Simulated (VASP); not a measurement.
La2O:

```xyz
9
Lattice="3.8000 0.0000 0.0000 -1.9000 3.2909 0.0000 0.0000 0.0000 17.0000" Properties=species:S:1:pos:R:3 pbc="T T T"
La    0.0000    2.1939    1.4960
La    1.9000    1.0970    4.5900
La    1.9000    1.0970   15.5040
La    0.0000    2.1939   12.4100
La    0.0000    2.1939    7.1910
La    1.9000    1.0970    9.8090
O     1.9000    1.0970    2.1760
O     0.0000    2.1939   14.8240
O     0.0000    0.0000    0.0000
```

* Program: VASP 6.6.1
* Task: relaxation of cell and atoms
* Functional: PBE
* Potentials or basis: VASP PAW PBE potentials, release 64 (La, O)
* Cutoff: 600 eV
* k mesh: 5 × 5 × 1
* Occupations: gaussian, width 0.2 eV
* Spin: no spin polarisation

At the start: pressure 7.2 GPa; volume 23.62 Å³/atom.

Task: Where does the relaxation end?

Result: Over 13 steps the energy falls by 93.3 meV/atom and the volume is 26.59 Å³/atom (+12.6 %); space group P-3m1 (No. 164, to 0.1 Å) before and after.

The path:
| step | energy change (eV) | largest force (eV/Å) | pressure (GPa) | volume (Å³) |
| --- | --- | --- | --- | --- |
| 1 | 0.0000 | 0.5515 | 7.24 | 212.59 |
| 2 | -0.4112 | 0.8441 | -2.81 | 247.15 |
| 3 | -0.5080 | 0.6657 | -0.24 | 235.74 |
| 4 | -0.5989 | 0.6228 | -0.25 | 236.82 |
| 5 | -0.7378 | 0.4675 | -0.39 | 239.39 |
| 6 | -0.7480 | 0.4001 | -0.43 | 240.23 |
| 7 | -0.7983 | 0.2864 | 0.56 | 237.07 |
| 8 | -0.8014 | 0.3023 | 0.90 | 236.13 |
| 9 | -0.8252 | 0.1742 | -0.14 | 240.84 |
| 10 | -0.8256 | 0.1586 | -0.04 | 240.31 |
| 11 | -0.8330 | 0.1031 | -0.12 | 240.58 |
| 12 | -0.8356 | 0.1455 | -0.20 | 240.85 |
| 13 | -0.8397 | 0.0753 | 0.31 | 239.31 |

Final structure:
```xyz
9
Lattice="3.8532 0.0000 0.0000 -1.9266 3.3369 0.0000 0.0000 0.0000 18.6120" Properties=species:S:1:pos:R:3 pbc="T T T"
La    0.0000    2.2246    1.4917
La    1.9266    1.1123    4.7536
La    1.9266    1.1123   17.1203
La    0.0000    2.2246   13.8584
La    0.0000    2.2246    7.9484
La    1.9266    1.1123   10.6636
O     1.9266    1.1123    2.4411
O     0.0000    2.2246   16.1709
O     0.0000    0.0000    0.0000
```

Caveat: the k points lie up to 0.38 Å⁻¹ apart in the final cell, too coarse for converged energies and pressures of a metal; the relaxation stopped at a loose force limit of 0.08 eV/Å, so its end isn't a converged minimum.
